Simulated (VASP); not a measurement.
# BP (kpbe) (F-43m) in VASP: further runs, part 2 of 2

VASP 6.6.1.

## Step 3: Single point, PBE

This run uses another cell than the first one, of 11.76 Å³/atom, 1.011 times its volume.

Input file INCAR:

```
PREC = Accurate
ENCUT = 520
EDIFF = 1E-7
ISMEAR = 0
SIGMA = 0.02
LREAL = F
LASPH = T
NELM = 80
ALGO = Normal
ISIF = 2
LWAVE = F
LCHARG = F
GGA = PE
NBANDS = 11
```

Input file KPOINTS:

```
Automatic mesh
0
Gamma
  10 10 10
```

Input file POSCAR:

```
BP
1.0
    0.0000000000      2.2741514371      2.2741514371
    2.2741514371      0.0000000000      2.2741514371
    2.2741514371      2.2741514371      0.0000000000
B P
1 1
Direct
    0.0000000000      0.0000000000      0.0000000000
    0.7500000000      0.7500000000      0.7500000000
```

Potentials or basis: VASP PAW PBE potentials, release 64 (B, P).

The run is started by

```console
$ cat potpaw_PBE.64/B/POTCAR potpaw_PBE.64/P/POTCAR > POTCAR
$ mpirun -np 1 vasp_std > vasp.out
```

OUTCAR:

```text
PREC = Accurate
   ENCUT = 520
   EDIFF = 1E-7
   ISMEAR = 0
   LREAL = F
   LASPH = T
   NELM = 80
   ISIF = 2
   GGA = PE

 ion  position               nearest neighbor table
   1  0.000  0.000  0.000-   2 1.97   2 1.97   2 1.97   2 1.97
   2  0.750  0.750  0.750-   1 1.97   1 1.97   1 1.97   1 1.97

  LATTYP: Found a face centered cubic cell.
 ALAT       =     4.5483028742

  Lattice vectors:

 A1 = (   0.0000000000,   2.2741514371,   2.2741514371)
 A2 = (   2.2741514371,   0.0000000000,   2.2741514371)
 A3 = (   2.2741514371,   2.2741514371,   0.0000000000)

Analysis of symmetry for initial positions (statically):
=====================================================================
 Subroutine PRICEL returns:
 Original cell was already a primitive cell.

 Routine SETGRP: Setting up the symmetry group for a
 face centered cubic supercell.

 Subroutine GETGRP returns: Found 24 space group operations
 (whereof 24 operations were pure point group operations)
 out of a pool of 48 trial point group operations.

The static configuration has the point symmetry T_d .

Analysis of symmetry for dynamics (positions and initial velocities):
=====================================================================
 Subroutine PRICEL returns:
 Original cell was already a primitive cell.

 Routine SETGRP: Setting up the symmetry group for a
 face centered cubic supercell.

 Subroutine GETGRP returns: Found 24 space group operations
 (whereof 24 operations were pure point group operations)
 out of a pool of 48 trial point group operations.

The dynamic configuration has the point symmetry T_d .

 Subroutine INISYM returns: Found 24 space group operations
 (whereof 24 operations are pure point group operations),
 and found     1 'primitive' translations

----------------------------------------------------------------------------------------

                                     Primitive cell

  volume of cell :      23.5228

  direct lattice vectors                    reciprocal lattice vectors
     0.000000000  2.274151437  2.274151437    -0.219862227  0.219862227  0.219862227
[... 117 lines left out ...]
 non-spin polarized calculation
 Gauss-broadening in eV      SIGMA  =   0.02
  energy-cutoff  :      520.00
  volume of cell :       23.52
 maximum number of plane-waves:       644
   NGX = 11   NGY = 11   NGZ = 11

 number of electron       8.0000000 magnetization

 Free energy of the ion-electron system (eV)
  ---------------------------------------------------
  ext. energy  EPLUGINS =         0.00000000
  ---------------------------------------------------
  free energy    TOTEN  =       -12.93089785 eV

  energy without entropy =      -12.93089785  energy(sigma->0) =      -12.93089785

 E-fermi :   7.4760     XC(G=0): -10.8779

 val. band max:        7.3525403814   @ k =   0.0000   0.0000   0.0000
 cond. band min:       8.6010741219   @ k =   0.4000   0.4000   0.0000
 fundamental gap:      1.2485337405
 Fermi energy:         7.4759617027

 k-point     1 :       0.0000    0.0000    0.0000
  band No.  band energies     occupation
      1      -8.0473      2.00000
      2       7.3525      2.00000
      3       7.3525      2.00000
      4       7.3525      2.00000
      5      10.7433      0.00000
      6      10.7433      0.00000
      7      10.7433      0.00000
      8      14.6234      0.00000
      9      18.8198      0.00000
     10      19.4619      0.00000
     11      19.4619      0.00000
[... 309 lines left out ...]
 k-point    24 :       0.4000    0.3000    0.0000
  band No.  band energies     occupation
      1      -5.1257      2.00000
      2       1.2072      2.00000
      3       3.3295      2.00000
      4       3.8586      2.00000
      5       9.1694      0.00000
      6      10.9776      0.00000
      7      16.7820      0.00000
      8      16.7972      0.00000
      9      21.2739      0.00000
     10      22.5759      0.00000
     11      24.3140      0.00000

 [... further k-points ...]

------------------------ aborting loop because EDIFF is reached ----------------------------------------

  FORCE on cell =-STRESS in cart. coord.  units (eV):
  Direction    XX          YY          ZZ          XY          YZ          ZX
  --------------------------------------------------------------------------------------
  -------------------------------------------------------------------------------------
  Total       -0.0311729     -0.0311729     -0.0311729      0.0000000     -0.0000000      0.0000000
  in kB       -2.1232406     -2.1232406     -2.1232406      0.0000000     -0.0000000      0.0000000
  external PRESSURE =      -2.1232406 kB  Pullay stress =       0.0000000 kB

 VOLUME and BASIS-vectors are now :
 -----------------------------------------------------------------------------
  energy-cutoff  :      520.00
  volume of cell :       23.52
      direct lattice vectors                 reciprocal lattice vectors
     0.000000000  2.274151437  2.274151437    -0.219862227  0.219862227  0.219862227
     2.274151437  0.000000000  2.274151437     0.219862227 -0.219862227  0.219862227
     2.274151437  2.274151437  0.000000000     0.219862227  0.219862227 -0.219862227

 POSITION                                       TOTAL-FORCE (eV/Angst)
 -----------------------------------------------------------------------------------
      0.00000      0.00000      0.00000         0.000000      0.000000      0.000000
      3.41123      3.41123      3.41123        -0.000000     -0.000000     -0.000000
 -----------------------------------------------------------------------------------
    total drift:                               -0.000000     -0.000000     -0.000000

  FREE ENERGIE OF THE ION-ELECTRON SYSTEM (eV)
  ---------------------------------------------------
  free  energy   TOTEN  =       -12.9308978459 eV

  energy  without entropy=      -12.9308978459  energy(sigma->0) =      -12.93089785
```

Wall time 9.9 s (1 thread of Intel Xeon Platinum 8488C (Sapphire Rapids), shared host); peak memory 0.13 GiB.

What came out:

- Free energy: -12.9309 eV
- Pressure: -0.2 GPa
- Band gap on the k mesh: 1.25 eV, indirect (least direct gap 3.39 eV)

A k mesh can miss the band edges. PBE gaps usually lie below the measured ones, often by a third to a half.

## Step 4: Relaxation of cell and atoms, PBE

Input file INCAR:

```
  ALGO = Normal
  EDIFF = 1E-7
  EDIFFG = -0.002
  ENCUT = 600
  GGA = PE
  IBRION = 2
  ISIF = 3
  ISMEAR = 0
  LASPH = True
  LCHARG = False
  LREAL = False
  LWAVE = False
  NELM = 60
  NSW = 100
  PREC = Accurate
  SIGMA = 0.02
```

Input file KPOINTS:

```
k-points
0
Gamma
  10 10 10
```

Input file POSCAR:

```
BP
1.0
    0.0000000000      2.2660723800      2.2660723800
    2.2660723800      0.0000000000      2.2660723800
    2.2660723800      2.2660723800      0.0000000000
B P
1 1
Direct
    0.0000000000      0.0000000000      0.0000000000
    0.7500000000      0.7500000000      0.7500000000
```

The run is started by

```console
$ cat potpaw_PBE.64/B/POTCAR potpaw_PBE.64/P/POTCAR > POTCAR
$ mpirun -np 1 vasp_std > vasp.out
```

It took 22 s on 1 thread of Intel Xeon Platinum 8488C (Sapphire Rapids), shared host; peak memory 0.15 GiB.

It converged, with:

```
Free energy                            : -12.9324 eV
Relaxed volume                         : 11.75 Å³/atom
Relaxed cell                           : a = 3.215 Å, b = 3.215 Å, c = 3.215 Å, α = 60.00°, β = 60.00°, γ = 60.00°
Space group after relaxing (to 0.05 Å) : F-43m (No. 216)
Energy gained by relaxing              : 0.5 meV/atom
Ionic steps                            : 3
Pressure after relaxing                : 0.0 GPa
Band gap on the k mesh                 : 1.25 eV, indirect (least direct gap 3.39 eV)
```

The path:
| step | energy change (eV) | largest force (eV/Å) | pressure (GPa) | volume (Å³) |
| --- | --- | --- | --- | --- |
| 1 | 0.0000 | 0.0000 | 1.55 | 23.27 |
| 2 | -0.0005 | 0.0000 | -1.09 | 23.65 |
| 3 | -0.0010 | 0.0000 | 0.01 | 23.49 |

Final structure:
```
B P
1.0
     0.00000    2.27313    2.27313
     2.27313    0.00000    2.27313
     2.27313    2.27313    0.00000
B P
1 1
Direct
  0.00000 0.00000 0.00000
  0.75000 0.75000 0.75000
```

Levels at points of the mesh, in eV from the valence-band top:
| k point | band 1 | band 2 | band 3 | band 4 | band 5 | band 6 | band 7 | band 8 |
| --- | --- | --- | --- | --- | --- | --- | --- | --- |
| (0.00, 0.00, 0.00) | -15.41 | 0.00 | 0.00 | 0.00 | 3.39 | 3.39 | 3.39 | 7.29 |
| (0.50, 0.00, 0.00) | -12.11 | -8.99 | -1.75 | -1.75 | 3.75 | 4.71 | 4.71 | 10.11 |
| (0.50, 0.50, 0.00) | -10.59 | -8.55 | -4.09 | -4.09 | 1.34 | 1.66 | 12.07 | 12.07 |

A k mesh can miss the band edges. Expect the measured gap to be larger: semilocal functionals such as PBE lack the derivative discontinuity.

## Step 5: Summary

```csv
task,cell,k mesh,cutoff (eV),smearing,gap on the mesh (eV),pressure (GPa)
single point,"a = 3.205 Å, angles 60.0°, 2 atoms",8 × 8 × 8,520,gaussian 0.1 eV,1.26,1.6
single point,"a = 3.216 Å, angles 60.0°, 2 atoms",10 × 10 × 10,520,gaussian 0.02 eV,1.25,-0.2
relaxation of cell and atoms,"relaxed from a = 3.205 Å, angles 60.0°, 2 atoms",10 × 10 × 10,600,gaussian 0.02 eV,1.25,0.0
```

Alike in all rows: level PBE; potentials or basis VASP PAW PBE potentials, release 64 (B, P); no spin polarisation.

Total energies depend on the potentials used, so only differences within one code and one set of settings carry meaning.
